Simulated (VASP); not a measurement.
A run of VASP 6.6.1 is set up as follows.

File POSCAR:

```
CsSnBr3
1.0
    5.7500000000      0.0000000000      0.0000000000
    0.0000000000      5.7500000000      0.0000000000
    0.0000000000      0.0000000000      5.7500000000
Cs Sn Br
1 1 3
Direct
    0.0000000000      0.0000000000      0.0000000000
    0.5000000000      0.5000000000      0.5000000000
    0.5000000000      0.5000000000      0.0000000000
    0.0000000000      0.5000000000      0.5000000000
    0.5000000000      0.0000000000      0.5000000000
```

The input INCAR.step1:

```
SYSTEM = CsSnBr3
PREC = Accurate
ENCUT = 400
EDIFF = 1E-5
ISMEAR = -1
SIGMA = 0.05
LREAL = .False.
LASPH = .True.
NELM = 120
ALGO = Normal
ISIF = 2
LWAVE = .True.
LCHARG = .False.
NBANDS = 30
GGA = PE
GGA_COMPAT = .False.
KPAR = 4
```

Contents of INCAR.step2:

```
SYSTEM = CsSnBr3
PREC = Accurate
ENCUT = 400
EDIFF = 1E-6
ISMEAR = -1
SIGMA = 0.05
LREAL = .False.
LASPH = .True.
NELM = 120
ALGO = Normal
ISIF = 2
LWAVE = .False.
LCHARG = .False.
GGA = PE
LHFCALC = .True.
HFSCREEN = 0.2079
PRECFOCK = Normal
NBANDS = 30
ISTART = 1
GGA_COMPAT = .False.
KPAR = 4
```

File KPOINTS:

```
Automatic mesh
0
Gamma
  4 4 4
  0 0 0
```

Potentials or basis: VASP PAW PBE potentials, release 64 (Cs_sv, Sn_d, Br).

Run with:

```sh
$ cat potpaw_PBE.64/Cs_sv/POTCAR potpaw_PBE.64/Sn_d/POTCAR potpaw_PBE.64/Br/POTCAR > POTCAR
$ cp INCAR.step1 INCAR
$ mpirun -np 4 vasp_std > vasp.out
$ cp INCAR.step2 INCAR
$ mpirun -np 4 vasp_std > vasp.out
```

Predict the band gap on the k mesh.

0.65 eV.

Estimate the pressure.

1.5 GPa.

Caveat: the PAW data sets were made with another functional, which shifts forces and pressure a little; spin-orbit coupling is left out, which moves the levels of the heavy elements. A k mesh can miss the band edges.
